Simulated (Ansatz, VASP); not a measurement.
**CaO: VASP beside Ansatz**

POSCAR

```
CaO
1.0
    0.0000000000      2.3510400000      2.5469600000
    2.3510400000      0.0000000000      2.5469600000
    2.3510400000      2.3510400000      0.0000000000
Ca O
1 1
Direct
    0.0000000000      0.0000000000      0.0000000000
    0.5000000000      0.5000000000      0.5000000000
```

Contents of INCAR.step1:

```
PREC = Accurate
ENCUT = 520
ISMEAR = 0
SIGMA = 0.05
LREAL = F
LASPH = T
NELM = 80
NBANDS = 15
GGA = PE
ALGO = Normal
EDIFF = 1E-4
LWAVE = T
LCHARG = F
```

Contents of INCAR.step2:

```
PREC = Accurate
ENCUT = 520
EDIFF = 1E-6
ISMEAR = 0
SIGMA = 0.05
LREAL = F
LASPH = T
NELM = 80
ALGO = Normal
ISIF = 2
LWAVE = F
LCHARG = F
METAGGA = R2SCAN
LMIXTAU = T
NBANDS = 15
ISTART = 1
```

File KPOINTS:

```
Automatic mesh
0
Gamma
  8 8 8
```

Input for Ansatz:

```yaml
crystal:
  lattice:
    - [0.0, 2.35104, 2.54696]
    - [2.35104, 0.0, 2.54696]
    - [2.35104, 2.35104, 0.0]
  atoms:
    - { symbol: Ca, position: [0.0, 0.0, 0.0] }
    - { symbol: O, position: [0.5, 0.5, 0.5] }
basis:
  ecutwfc: 500
kpoints:
  mp_grid: { grid: [8, 8, 8] }
hamiltonian:
  xc: r2scan
scf:
  occupations: { method: gaussian, width: 0.05 }
output:
  forces: true
  stress: true
  eigenvalues: true
```

Change from the starting cell: strain -0.040 along x and y, +0.040 along z, atoms carried along.

Alike in both runs: task single point; functional r2SCAN; k mesh 8 × 8 × 8; occupations gaussian, width 0.05 eV; no spin polarisation.

|  | VASP | Ansatz |
| --- | --- | --- |
| version | VASP 6.6.1 | Ansatz 0.2.0 |
| potentials or method | VASP PAW PBE potentials, release 64 (Ca_sv, O), cutoff 520 eV | scalar-relativistic, plane waves, PAW |
| valence electrons in the cell | 16 | 16 |

VASP gave:

* gap on the k mesh at the Fermi level (eV): 4.09
* least direct gap on the mesh (eV): 4.51
* pressure (GPa): 0.1
* traceless stress, the component that is largest in VASP (GPa): -7.82

Estimate Ansatz's values.

gap on the k mesh at the Fermi level (eV): 4.10; least direct gap on the mesh (eV): 4.52; pressure (GPa): -0.9; traceless stress, the component that is largest in VASP (GPa): -7.26.

VASP's potentials were made for PBE, not for r2SCAN.
